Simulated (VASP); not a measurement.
Write the native input for VASP 6.6.1 that does the following.

- Task: single point
- Functional: LDA
- Potentials or basis: VASP PAW LDA potentials, release 64 (Mg, S)
- Cutoff: 520 eV
- k mesh: 8 × 8 × 8
- Occupations: gaussian, width 0.05 eV
- Spin: no spin polarisation
- Dipole correction: no
- Further INCAR settings: ALGO = Normal; EDIFF = 1e-06; NBANDS = 11

The structure of MgS lies in POSCAR:

```
MgS
1.0
    0.0000000000      2.5040881250      2.6016500000
    2.6992118750      0.0000000000      2.6016500000
    2.6992118750      2.5040881250      0.0000000000
Mg S
1 1
Direct
    0.0000000000      0.0000000000      0.0000000000
    0.5000000000      0.5000000000      0.5000000000
```

This cell differs from its parent crystal: strain +0.0375 x Voigt [1, -1, 0, 0, 0, 0].

The input as run:

INCAR

```
PREC = Accurate
ENCUT = 520
EDIFF = 1E-6
ISMEAR = 0
SIGMA = 0.05
LREAL = False
LASPH = True
NELM = 100
ALGO = Normal
ISIF = 2
LWAVE = False
LCHARG = False
NBANDS = 11
```

KPOINTS

```
regular mesh
0
Gamma
  8 8 8
```

Potentials or basis: VASP PAW LDA potentials, release 64 (Mg, S).

Command:

```console
$ cat potpaw_LDA.64/Mg/POTCAR potpaw_LDA.64/S/POTCAR > POTCAR
$ mpirun -np 1 vasp_std > vasp.out
```

Results of the run:

* Pressure: -3.1 GPa
* Band gap on the k mesh: 2.27 eV, indirect (least direct gap 3.36 eV)

Caveat: the cell differs from its parent crystal (strain +0.0375 x Voigt [1, -1, 0, 0, 0, 0]).

Wall time 30 s on 1 thread of Intel(R) Xeon(R) Platinum 8375C CPU @ 2.90GHz (Ice Lake) (shared host), peak memory 0.17 GiB.
